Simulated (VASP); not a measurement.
**Sb: single point with PBEsol**

The system is Sb.

```
Sb
1.0
     0.00000    2.28953    2.28953
     2.28953    0.00000    2.28953
     2.28953    2.28953    0.00000
Sb
1
Cartesian
  0.0000 0.0000 0.0000
```

This cell differs from its parent crystal: volume scaled by 0.98.

```json
{
  "Program": "VASP 6.6.1",
  "Task": "single point",
  "Functional": "PBEsol",
  "Potentials or basis": "VASP PAW PBE potentials, release 64 (Sb)",
  "Cutoff": "520 eV",
  "k mesh": "14 × 14 × 14",
  "Occupations": "fermi-dirac, width 0.03 eV",
  "Spin": "no spin polarisation"
}
```

- Pressure: 7.1 GPa

Levels at points of the mesh, in eV from the Fermi level:
```tsv
k point	band 1	band 2	band 3	band 4	band 5	band 6
(0.00, 0.00, 0.00)	-13.93	6.17	6.17	6.17	10.20	10.36
(0.50, 0.00, 0.00)	-9.50	-6.63	4.18	4.18	8.95	9.40
(0.50, 0.50, 0.00)	-7.52	-5.61	0.37	0.37	4.23	4.55
```

Wall time 7.3 s on 1 thread of Intel(R) Xeon(R) 6975P-C (Granite Rapids), on a shared host, peak memory 0.15 GiB.

Caveat: the PAW data sets were made with another functional, which shifts forces and pressure a little; spin-orbit coupling is left out, which moves the levels of the heavy elements.
